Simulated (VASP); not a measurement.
Set up this calculation in VASP 6.6.1, as the native input.

* Task: single point
* Functional: r2SCAN
* Potentials or basis: VASP PAW PBE potentials, release 64 (P)
* Cutoff: 520 eV
* k mesh: 9 × 9 × 1
* Occupations: gaussian, width 0.02 eV
* Spin: no spin polarisation
* Dipole correction: yes
* Further INCAR settings: ALGO = Normal; EDIFF = 1e-06; NBANDS = 12

System: P, a slab with vacuum.

```
P
1.0
     3.15400    0.00000    0.00000
    -1.57700    2.73144    0.00000
     0.00000    0.00000   28.00000
P
2
Direct
  0.33333 0.66667 0.50000
  0.66667 0.33333 0.50000
```

The input as run:

POSCAR

```
P
1.0
    3.1540000000      0.0000000000      0.0000000000
   -1.5770000000      2.7314441236      0.0000000000
    0.0000000000      0.0000000000     28.0000000000
P
2
Direct
    0.3333333333      0.6666666667      0.5000000000
    0.6666666667      0.3333333333      0.5000000000
```

INCAR.step1

```
SYSTEM = P
PREC = Accurate ; ENCUT = 520
ISMEAR = 0 ; SIGMA = 0.02
LREAL = .FALSE. ; LASPH = .TRUE.
NELM = 60 ; LDIPOL = .TRUE.
IDIPOL = 3 ; DIPOL = 0.5 0.5 0.500
NBANDS = 12 ; GGA = PE
ALGO = Normal ; EDIFF = 1E-4
LWAVE = .TRUE. ; LCHARG = .FALSE.
```

INCAR.step2

```
SYSTEM = P
PREC = Accurate ; ENCUT = 520
EDIFF = 1E-6 ; ISMEAR = 0
SIGMA = 0.02 ; LREAL = .FALSE.
LASPH = .TRUE. ; NELM = 60
ALGO = Normal ; ISIF = 2
LWAVE = .FALSE. ; LCHARG = .FALSE.
LDIPOL = .TRUE. ; IDIPOL = 3
DIPOL = 0.5 0.5 0.500 ; METAGGA = R2SCAN
LMIXTAU = .TRUE. ; NBANDS = 12
ISTART = 1
```

KPOINTS

```
regular mesh
0
G
  9 9 1
  0 0 0
```

Potentials or basis: VASP PAW PBE potentials, release 64 (P).

Launch:

```sh
$ cat potpaw_PBE.64/P/POTCAR > POTCAR
$ cp INCAR.step1 INCAR
$ mpirun -np 1 vasp_std > vasp.out
$ cp INCAR.step2 INCAR
$ mpirun -np 1 vasp_std > vasp.out
```

Results of the run:

```json
{"Band gap on the k mesh": "zero (bands 5 and 6 overlap by 2.02 eV)"}
```

Wall time 2.1 min on 1 thread of AMD EPYC 9R45 96-Core Processor (Zen 5), with other jobs on the host, peak memory 0.34 GiB.
